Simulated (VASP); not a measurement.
# Ti in VASP: further runs

The runs below take Ti through single point, with LDA.

All numbers are computed with VASP 6.6.1; they aren't measurements. Logs are shortened: lines on timing, memory, paths and dates and some standing lists are left out, and cuts for length are marked.

**1. The cell of the first run**

It takes space group I4/mmm (No. 139, tetragonal). The conventional cell has a = 2.829 Å, b = 2.829 Å, c = 4.211 Å, α = 90.00°, β = 90.00°, γ = 90.00°. Ti (site symmetry 4/mmm) has 12 Ti at 2.83 to 2.90 Å within 3.7 Å.

**2. Single point, LDA (normal strain along x +0.0000, normal strain along y +0.0525)**

INCAR reads:

```
  PREC = Accurate
  ENCUT = 520
  EDIFF = 1E-6
  ISMEAR = 0
  SIGMA = 0.15
  LREAL = F
  LASPH = T
  NELM = 100
  ALGO = Normal
  ISIF = 2
  LWAVE = F
  LCHARG = F
  GGA = CA
  NBANDS = 12
```

KPOINTS reads:

```
Automatic mesh
0
Gamma
  20 20 20
```

POSCAR reads:

```
Ti
1.0
    0.0000000000      2.1055620664      2.0005340298
    2.0005340298      0.0000000000      2.0005340298
    2.0005340298      2.1055620664      0.0000000000
Ti
1
Direct
    0.0000000000      0.0000000000      0.0000000000
```

Potentials or basis: VASP PAW LDA potentials, release 64 (Ti_sv).

Command:

```bash
cat potpaw_LDA.64/Ti_sv/POTCAR > POTCAR
mpirun -np 1 vasp_std > vasp.out
```

OUTCAR:

```text
PREC = Accurate
   ENCUT = 520
   EDIFF = 1E-6
   ISMEAR = 0
   LREAL = F
   LASPH = T
   NELM = 100
   ISIF = 2
   GGA = CA

 ion  position               nearest neighbor table
   1  0.000  0.000  0.000-

  LATTYP: Found a body centered tetragonal cell.
 ALAT       =     2.8291823569
 C/A-ratio  =     1.4884597744

  Lattice vectors:

 A1 = (   0.0000000000,  -2.1055620664,   2.0005340298)
 A2 = (   0.0000000000,  -2.1055620664,  -2.0005340298)
 A3 = (   2.0005340298,   2.1055620664,   0.0000000000)

Analysis of symmetry for initial positions (statically):
=====================================================================
 Subroutine PRICEL returns:
 Original cell was already a primitive cell.

 Routine SETGRP: Setting up the symmetry group for a
 body centered tetragonal supercell.

 Subroutine GETGRP returns: Found 16 space group operations
 (whereof 16 operations were pure point group operations)
 out of a pool of 16 trial point group operations.

The static configuration has the point symmetry D_4h.

Analysis of symmetry for dynamics (positions and initial velocities):
=====================================================================
 Subroutine PRICEL returns:
 Original cell was already a primitive cell.

 Routine SETGRP: Setting up the symmetry group for a
 body centered tetragonal supercell.

 Subroutine GETGRP returns: Found 16 space group operations
 (whereof 16 operations were pure point group operations)
 out of a pool of 16 trial point group operations.

The dynamic configuration has the point symmetry D_4h.

 Subroutine INISYM returns: Found 16 space group operations
 (whereof 16 operations are pure point group operations),
 and found     1 'primitive' translations

----------------------------------------------------------------------------------------

                                     Primitive cell

  volume of cell :      16.8535

  direct lattice vectors                    reciprocal lattice vectors
     0.000000000  2.105562066  2.000534030    -0.249933264  0.237466284  0.249933264
     2.000534030  0.000000000  2.000534030     0.249933264 -0.237466284  0.249933264
     2.000534030  2.105562066  0.000000000     0.249933264  0.237466284 -0.249933264

  length of vectors
     2.904398048  2.829182357  2.904398048     0.425820982  0.425820982  0.425820982

  position of ions in fractional coordinates (direct lattice)
     0.000000000  0.000000000  0.000000000

  ion indices of the primitive-cell ions
[... 81 lines left out ...]
   ISYM   =      2    0-nonsym 1-usesym 2-fastsym
   POTIM  = 0.5000    time-step for ionic-motion
   TEBEG  =    0.0;   TEEND  =   0.0 temperature during run
   PSTRESS=    0.0 pullay stress
   NELECT =      12.0000    total number of electrons
   NUPDOWN=      -1.0000    fix difference up-down
   EMIN   =  10.00;   EMAX   =-10.00  energy-range for DOS
   EFERMI =   0.00;   METHOD = LEGACY
   ISMEAR =     0;   SIGMA  =   0.15  broadening in eV -4-tet -1-fermi 0-gaus
   EFERMI_NEDOS =   21; number of points for ismear=-14 and -15
   IALGO  =     38    algorithm
   IMIX   =      4    mixing-type and parameters
     AMIX     =   0.40;   BMIX     =  1.00
     AMIX_MAG =   1.60;   BMIX_MAG =  1.00
  volume/ion in A,a.u.               =      16.85       113.73
  Fermi-wavevector in a.u.,A,eV,Ry     =   1.461858  2.762512 29.076053  2.137030
  Thomas-Fermi vector in A             =   2.578140
   LORBIT       =      0    0 simple, 1 ext, 2 COOP (PROOUT), +10 PAW based schemes
   GGA     = CA    functional components
   LHFCALC =     F    Hartree Fock is set to
   AEXX    =    0.0000 exact exchange contribution
   IVDW    =     0    specifies the selected vdW correction
   LEPSILON=     F    determine dielectric tensor
   LRPA    =     F    only Hartree local field effects (RPA)
 non-spin polarized calculation
 Gauss-broadening in eV      SIGMA  =   0.15
  energy-cutoff  :      520.00
  volume of cell :       16.85
 maximum number of plane-waves:       473
 NGX is ok and might be reduce to    24
   NGX = 11   NGY = 11   NGZ = 11

 number of electron      12.0000003 magnetization

 Free energy of the ion-electron system (eV)
  ---------------------------------------------------
  ext. energy  EPLUGINS =         0.00000000
  ---------------------------------------------------
  free energy    TOTEN  =        -8.48990869 eV

  energy without entropy =       -8.46976135  energy(sigma->0) =       -8.47983502

 E-fermi :   8.2985     XC(G=0): -11.9288

 val. band max:        8.2921004296   @ k =   0.4500   0.0000   0.1000
 cond. band min:       8.2994899482   @ k =  -0.4500   0.3000   0.1500
 fundamental gap:      0.0073895187
 Fermi energy:         8.2984888071

 k-point     1 :       0.0000    0.0000    0.0000
  band No.  band energies     occupation
      1     -47.6647      2.00000
      2     -23.8638      2.00000
      3     -23.8510      2.00000
      4     -23.8510      2.00000
      5       2.2208      2.00000
      6       8.8891      0.00000
      7       9.3245      0.00000
      8       9.3245      0.00000
      9      10.5724      0.00000
     10      11.0808      0.00000
     11      23.8624      0.00000
     12      27.5640      0.00000
[... 331 lines left out ...]
 k-point    24 :      -0.3500    0.0500   -0.0000
  band No.  band energies     occupation
      1     -47.5412      2.00000
      2     -24.4892      2.00000
      3     -23.9665      2.00000
      4     -23.9231      2.00000
      5       5.3134      2.00000
      6       8.4081      0.30125
      7       8.9789      0.00000
      8       9.3981      0.00000
      9      11.4183      0.00000
     10      11.7885      0.00000
     11      18.6384      0.00000
     12      23.6428      0.00000

 [... further k-points ...]

------------------------ aborting loop because EDIFF is reached ----------------------------------------

  FORCE on cell =-STRESS in cart. coord.  units (eV):
  Direction    XX          YY          ZZ          XY          YZ          ZX
  --------------------------------------------------------------------------------------
  -------------------------------------------------------------------------------------
  Total       -0.5491244     -0.7145995     -0.5491244     -0.0000000      0.0000000      0.0000000
  in kB      -52.2025098    -67.9334013    -52.2025098     -0.0000000      0.0000000      0.0000000
  external PRESSURE =     -57.4461403 kB  Pullay stress =       0.0000000 kB

 VOLUME and BASIS-vectors are now :
 -----------------------------------------------------------------------------
  energy-cutoff  :      520.00
  volume of cell :       16.85
      direct lattice vectors                 reciprocal lattice vectors
     0.000000000  2.105562066  2.000534030    -0.249933264  0.237466284  0.249933264
     2.000534030  0.000000000  2.000534030     0.249933264 -0.237466284  0.249933264
     2.000534030  2.105562066  0.000000000     0.249933264  0.237466284 -0.249933264

 POSITION                                       TOTAL-FORCE (eV/Angst)
 -----------------------------------------------------------------------------------
      0.00000      0.00000      0.00000         0.000000      0.000000      0.000000
 -----------------------------------------------------------------------------------
    total drift:                                0.000000      0.000000      0.000000

  FREE ENERGIE OF THE ION-ELECTRON SYSTEM (eV)
  ---------------------------------------------------
  free  energy   TOTEN  =        -8.4899086894 eV

  energy  without entropy=       -8.4697613515  energy(sigma->0) =       -8.47983502
```

OSZICAR:

```text
N       E                     dE             d eps       ncg     rms          rms(c)
DAV:   1     0.858045484123E+02    0.85805E+02   -0.65166E+03 15412   0.120E+03
DAV:   2    -0.527190845322E+01   -0.91076E+02   -0.88560E+02 15612   0.296E+02
DAV:   3    -0.941197019942E+01   -0.41401E+01   -0.40959E+01 21312   0.642E+01
DAV:   4    -0.950237639167E+01   -0.90406E-01   -0.90250E-01 17332   0.844E+00
DAV:   5    -0.950466646837E+01   -0.22901E-02   -0.22900E-02 18432   0.117E+00    0.837E+00
DAV:   6    -0.849969331861E+01    0.10050E+01   -0.20879E+00 16776   0.211E+01    0.219E+00
DAV:   7    -0.848303575434E+01    0.16658E-01   -0.88514E-02 18956   0.316E+00    0.126E+00
DAV:   8    -0.848955505579E+01   -0.65193E-02   -0.39011E-02 15776   0.255E+00    0.153E-01
DAV:   9    -0.848987813293E+01   -0.32308E-03   -0.28217E-03 19560   0.604E-01    0.768E-02
DAV:  10    -0.848992071314E+01   -0.42580E-04   -0.28906E-04 16456   0.197E-01    0.120E-02
DAV:  11    -0.848990950801E+01    0.11205E-04   -0.19693E-05 18368   0.622E-02    0.941E-03
DAV:  12    -0.848990868935E+01    0.81866E-06   -0.18105E-06 16168   0.168E-02
   1 F= -.84899087E+01 E0= -.84798350E+01  d E =-.201473E-01
```

stdout:

```text
POSCAR found type information on POSCAR Ti
 POSCAR found :  1 types and       1 ions
 scaLAPACK will be used
 LDA part: xc-table for (Slater(with rela. corr.)+CA(PZ))
 , standard interpolation
 POSCAR, INCAR and KPOINTS ok, starting setup
 FFT: planning ... GRIDC
 FFT: planning ... GRID_SOFT
 FFT: planning ... GRID
 WAVECAR not read
 entering main loop
```

It took 64 s on 1 thread of Intel Xeon Platinum 8375C at 2.90GHz (Ice Lake), shared host; peak memory 0.23 GiB.

Results:

| Item | Value |
| --- | --- |
| Free energy | -8.4899 eV |
| Pressure | -5.7 GPa |
| Band gap on the k mesh | zero (bands 6 and 7 overlap by 1.24 eV) |

Levels at points of the mesh, in eV from the Fermi level:
```csv
k point,band 2,band 3,band 4,band 5,band 6,band 7,band 8,band 9,band 10,band 11
"(0.00, 0.00, 0.00)",-32.16,-32.15,-32.15,-6.08,0.59,1.03,1.03,2.27,2.78,15.56
"(0.50, 0.00, 0.00)",-32.92,-32.28,-32.22,-2.64,0.51,0.83,0.97,3.60,3.78,8.52
"(0.50, 0.50, 0.00)",-32.87,-32.48,-32.41,-2.67,-1.82,3.39,3.63,3.83,4.17,11.26
"(0.50, 0.00, 0.50)",-32.86,-32.38,-32.38,-2.70,-1.73,2.45,3.69,3.98,3.98,10.31
```

Caveat: the cell differs from its parent crystal (normal strain along x +0.0000, normal strain along y +0.0525); the cell stands under tension.

**3. Single point, LDA (normal strain along x +0.0350, normal strain along y +0.0350)**

INCAR reads:

```
ALGO = Fast
EDIFF = 1E-6
ENCUT = 520
ISIF = 2
ISMEAR = 0
LASPH = T
LCHARG = F
LREAL = F
LWAVE = F
NBANDS = 12
NELM = 100
PREC = Accurate
SIGMA = 0.15
```

KPOINTS reads:

```
k-points
0
Gamma
  20 20 20
```

POSCAR reads:

```
Ti
1.0
    0.0000000000      2.0705527208      2.0005340298
    2.0705527208      0.0000000000      2.0005340298
    2.0705527208      2.0705527208      0.0000000000
Ti
1
Direct
    0.0000000000      0.0000000000      0.0000000000
```

Potentials or basis: VASP PAW LDA potentials, release 64 (Ti_sv).

Command:

```bash
cat potpaw_LDA.64/Ti_sv/POTCAR > POTCAR
mpirun -np 1 vasp_std > vasp.out
```

It took 2 min on 1 thread of Intel Xeon Platinum 8375C at 2.90GHz (Ice Lake), shared host; peak memory 0.24 GiB.

Results (log left out):

* Free energy: -8.4792 eV
* Pressure: -7.5 GPa
* Band gap on the k mesh: zero (bands 6 and 7 overlap by 1.25 eV)

Stress tensor (GPa, compression positive):
```
-7.87  0.00  0.00
 0.00 -7.87  0.00
 0.00  0.00 -6.75
```

Levels at points of the mesh, in eV from the Fermi level:
```tsv
k point	band 2	band 3	band 4	band 5	band 6	band 7	band 8	band 9	band 10	band 11
(0.00, 0.00, 0.00)	-32.21	-32.21	-32.21	-6.04	0.77	0.77	1.04	2.32	2.63	15.44
(0.50, 0.00, 0.00)	-32.93	-32.32	-32.28	-2.61	0.57	0.77	0.88	3.54	3.67	8.31
(0.50, 0.50, 0.00)	-32.88	-32.49	-32.49	-2.61	-1.81	3.41	3.57	3.91	3.91	11.51
(0.50, 0.00, 0.50)	-32.88	-32.47	-32.43	-2.63	-1.72	2.77	3.57	3.80	4.00	10.52
```

Caveat: the cell differs from its parent crystal (normal strain along x +0.0350, normal strain along y +0.0350); the cell stands under tension.

**4. Single point, LDA (normal strain along x +0.0000, normal strain along y +0.0700)**

INCAR reads:

```
PREC     = Accurate       # precision mode
ENCUT    = 520            # plane-wave cutoff, eV
EDIFF    = 1E-7           # SCF threshold, eV
ISMEAR   = 0              # smearing method
SIGMA    = 0.15           # smearing width, eV
LREAL    = False          # projectors in reciprocal space
LASPH    = True           # aspherical terms in the spheres
NELM     = 80             # most SCF steps
ALGO     = Normal         # electronic algorithm
ISIF     = 2              # what is computed and relaxed
LWAVE    = False          # write WAVECAR
LCHARG   = False          # write CHGCAR
GGA      = CA             # functional
NBANDS   = 12             # bands
```

KPOINTS reads:

```
regular mesh
0
Gamma
  20 20 20
```

POSCAR reads:

```
Ti
1.0
    0.0000000000      2.1405714119      2.0005340298
    2.0005340298      0.0000000000      2.0005340298
    2.0005340298      2.1405714119      0.0000000000
Ti
1
Direct
    0.0000000000      0.0000000000      0.0000000000
```

Potentials or basis: VASP PAW LDA potentials, release 64 (Ti_sv).

Command:

```bash
cat potpaw_LDA.64/Ti_sv/POTCAR > POTCAR
mpirun -np 1 vasp_std > vasp.out
```

OUTCAR:

```text
PREC = Accurate
   ENCUT = 520
   EDIFF = 1E-7
   ISMEAR = 0
   LREAL = False
   LASPH = True
   NELM = 80
   ISIF = 2
   GGA = CA

 ion  position               nearest neighbor table
   1  0.000  0.000  0.000-

  LATTYP: Found a body centered tetragonal cell.
 ALAT       =     2.8291823569
 C/A-ratio  =     1.5132085117

  Lattice vectors:

 A1 = (   0.0000000000,  -2.1405714119,   2.0005340298)
 A2 = (   0.0000000000,  -2.1405714119,  -2.0005340298)
 A3 = (   2.0005340298,   2.1405714119,   0.0000000000)

Analysis of symmetry for initial positions (statically):
=====================================================================
 Subroutine PRICEL returns:
 Original cell was already a primitive cell.

 Routine SETGRP: Setting up the symmetry group for a
 body centered tetragonal supercell.

 Subroutine GETGRP returns: Found 16 space group operations
 (whereof 16 operations were pure point group operations)
 out of a pool of 16 trial point group operations.

The static configuration has the point symmetry D_4h.

Analysis of symmetry for dynamics (positions and initial velocities):
=====================================================================
 Subroutine PRICEL returns:
 Original cell was already a primitive cell.

 Routine SETGRP: Setting up the symmetry group for a
 body centered tetragonal supercell.

 Subroutine GETGRP returns: Found 16 space group operations
 (whereof 16 operations were pure point group operations)
 out of a pool of 16 trial point group operations.

The dynamic configuration has the point symmetry D_4h.

 Subroutine INISYM returns: Found 16 space group operations
 (whereof 16 operations are pure point group operations),
 and found     1 'primitive' translations

----------------------------------------------------------------------------------------
[... 116 lines left out ...]
   GGA     = CA    functional components
   LHFCALC =     F    Hartree Fock is set to
   AEXX    =    0.0000 exact exchange contribution
   IVDW    =     0    specifies the selected vdW correction
   LEPSILON=     F    determine dielectric tensor
   LRPA    =     F    only Hartree local field effects (RPA)
 non-spin polarized calculation
 Gauss-broadening in eV      SIGMA  =   0.15
  energy-cutoff  :      520.00
  volume of cell :       17.13
 maximum number of plane-waves:       481
 NGX is ok and might be reduce to    24
   NGX = 11   NGY = 11   NGZ = 11

 number of electron      12.0000003 magnetization

 Free energy of the ion-electron system (eV)
  ---------------------------------------------------
  ext. energy  EPLUGINS =         0.00000000
  ---------------------------------------------------
  free energy    TOTEN  =        -8.47643395 eV

  energy without entropy =       -8.45523525  energy(sigma->0) =       -8.46583460

 E-fermi :   8.1131     XC(G=0): -11.8492

 val. band max:        8.1115356824   @ k =  -0.2500   0.0000   0.0500
 cond. band min:       8.1152702070   @ k =   0.3000   0.1000   0.0500
 fundamental gap:      0.0037345246
 Fermi energy:         8.1130546164

 k-point     1 :       0.0000    0.0000    0.0000
  band No.  band energies     occupation
      1     -47.8695      2.00000
      2     -24.0920      2.00000
      3     -24.0748      2.00000
      4     -24.0748      2.00000
      5       2.0806      2.00000
      6       8.6179      0.00000
      7       9.1891      0.00000
      8       9.1891      0.00000
      9      10.2577      0.00000
     10      10.9222      0.00000
     11      23.6240      0.00000
     12      26.9971      0.00000
[... 331 lines left out ...]
 k-point    24 :      -0.3500    0.0500    0.0000
  band No.  band energies     occupation
      1     -47.7536      2.00000
      2     -24.6820      2.00000
      3     -24.1936      2.00000
      4     -24.1381      2.00000
      5       5.1553      2.00000
      6       8.2165      0.32922
      7       8.7311      0.00000
      8       9.2783      0.00000
      9      11.1799      0.00000
     10      11.5328      0.00000
     11      18.2957      0.00000
     12      23.3232      0.00000

 [... further k-points ...]

------------------------ aborting loop because EDIFF is reached ----------------------------------------

  FORCE on cell =-STRESS in cart. coord.  units (eV):
  Direction    XX          YY          ZZ          XY          YZ          ZX
  --------------------------------------------------------------------------------------
  -------------------------------------------------------------------------------------
  Total       -0.7218523     -0.9304300     -0.7218523      0.0000000      0.0000000      0.0000000
  in kB      -67.5005549    -87.0046982    -67.5005549      0.0000000      0.0000000      0.0000000
  external PRESSURE =     -74.0019360 kB  Pullay stress =       0.0000000 kB

 VOLUME and BASIS-vectors are now :
 -----------------------------------------------------------------------------
  energy-cutoff  :      520.00
  volume of cell :       17.13
      direct lattice vectors                 reciprocal lattice vectors
     0.000000000  2.140571412  2.000534030    -0.249933264  0.233582490  0.249933264
     2.000534030  0.000000000  2.000534030     0.249933264 -0.233582490  0.249933264
     2.000534030  2.140571412  0.000000000     0.249933264  0.233582490 -0.249933264

 POSITION                                       TOTAL-FORCE (eV/Angst)
 -----------------------------------------------------------------------------------
      0.00000      0.00000      0.00000         0.000000      0.000000      0.000000
 -----------------------------------------------------------------------------------
    total drift:                               -0.000000      0.000000      0.000000

  FREE ENERGIE OF THE ION-ELECTRON SYSTEM (eV)
  ---------------------------------------------------
  free  energy   TOTEN  =        -8.4764339455 eV

  energy  without entropy=       -8.4552352485  energy(sigma->0) =       -8.46583460
```

stdout:

```text
POSCAR found type information on POSCAR Ti
 POSCAR found :  1 types and       1 ions
 scaLAPACK will be used
 LDA part: xc-table for (Slater(with rela. corr.)+CA(PZ))
 , standard interpolation
 POSCAR, INCAR and KPOINTS ok, starting setup
 FFT: planning ... GRIDC
 FFT: planning ... GRID_SOFT
 FFT: planning ... GRID
 WAVECAR not read
 entering main loop
```

It took 62 s on 1 thread of Intel Xeon Platinum 8375C at 2.90GHz (Ice Lake), shared host; peak memory 0.23 GiB.

Results:

```
Free energy            : -8.4764 eV
Pressure               : -7.4 GPa
Band gap on the k mesh : zero (bands 6 and 7 overlap by 1.31 eV)
```

Levels at points of the mesh, in eV from the Fermi level:
| k point | band 3 | band 4 | band 5 | band 6 | band 7 | band 8 | band 9 | band 10 |
| --- | --- | --- | --- | --- | --- | --- | --- | --- |
| (0.00, 0.00, 0.00) | -32.19 | -32.19 | -6.03 | 0.50 | 1.08 | 1.08 | 2.14 | 2.81 |
| (0.50, 0.00, 0.00) | -32.32 | -32.25 | -2.60 | 0.45 | 0.80 | 1.03 | 3.51 | 3.73 |
| (0.50, 0.50, 0.00) | -32.52 | -32.43 | -2.60 | -1.76 | 3.42 | 3.55 | 3.69 | 4.14 |
| (0.50, 0.00, 0.50) | -32.39 | -32.39 | -2.64 | -1.66 | 2.20 | 3.63 | 3.90 | 3.90 |

Caveat: the cell differs from its parent crystal (normal strain along x +0.0000, normal strain along y +0.0700); the cell stands under tension.

(Continued in part 2 of 2.)
